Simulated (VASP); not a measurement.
Set up this calculation in VASP 6.6.1, as the native input.

| Property | Result |
| --- | --- |
| Task | single point |
| Functional | LDA |
| Potentials or basis | VASP PAW LDA potentials, release 64 (Mn_pv, O) |
| Cutoff | 520 eV |
| k mesh | 4 × 4 × 7 |
| Occupations | gaussian, width 0.05 eV |
| Spin | collinear spin, antiferromagnetic start |
| Starting moments | [2.79, -2.79, -0.01, 0.01, -0.01, 0.01] μB |
| Hubbard terms | Mn d U = 4.0 eV |
| Dipole correction | no |
| Further INCAR settings | ALGO = Normal; EDIFF = 1e-06; NBANDS = 38 |

The structure of MnO2 lies in POSCAR:

```
MnO2
1.0
    4.3959987700      0.0000000000      0.0000000000
    0.0000000000      4.3959987700      0.0000000000
    0.0000000000      0.0000000000      2.8709991900
Mn O
2 4
Direct
    0.0000000000      0.0000000000      0.0000000000
    0.5000000000      0.5000000000      0.5000000000
    0.3020000000      0.3020000000      0.0000000000
    0.1980000000      0.8020000000      0.5000000000
    0.6980000000      0.6980000000      0.0000000000
    0.8020000000      0.1980000000      0.5000000000
```

The input as run:

INCAR

```
ALGO = Normal ; EDIFF = 1E-6
ENCUT = 520 ; ISIF = 2
ISMEAR = 0 ; ISPIN = 2
LASPH = T ; LCHARG = F
LDAU = T ; LDAUJ = 0 0
LDAUL = 2 -1 ; LDAUPRINT = 1
LDAUTYPE = 2 ; LDAUU = 4 0
LMAXMIX = 4 ; LORBIT = 11
LREAL = F ; LWAVE = F
MAGMOM = 2.79 -2.79 -0.01 0.01 -0.01 0.01 ; NBANDS = 38
NELM = 150 ; PREC = Accurate
SIGMA = 0.05
```

KPOINTS

```
k-points
0
Gamma
  4 4 7
```

Potentials or basis: VASP PAW LDA potentials, release 64 (Mn_pv, O).

Run with:

```bash
$ cat potpaw_LDA.64/Mn_pv/POTCAR potpaw_LDA.64/O/POTCAR > POTCAR
$ mpirun -np 1 vasp_std > vasp.out
```

It gave:

```json
{
  "Pressure": "-7.1 GPa",
  "Largest force": "0.517 eV/Å",
  "Band gap on the k mesh": "0.24 eV",
  "Net moment": "0.00 μB per cell",
  "Site moments": "Mn +2.87, -2.87; O -0.01, +0.01 (each value once) μB",
  "Valence electrons inside the program's atomic spheres": "Mn 11.71; O 5.01"
}
```

Caveat: the cell stands under tension; semilocal functionals underestimate gaps, and a narrow one can read as zero.

It took 3.7 min on 1 thread of AMD EPYC 7R13, on a shared host, peak memory 0.18 GiB.
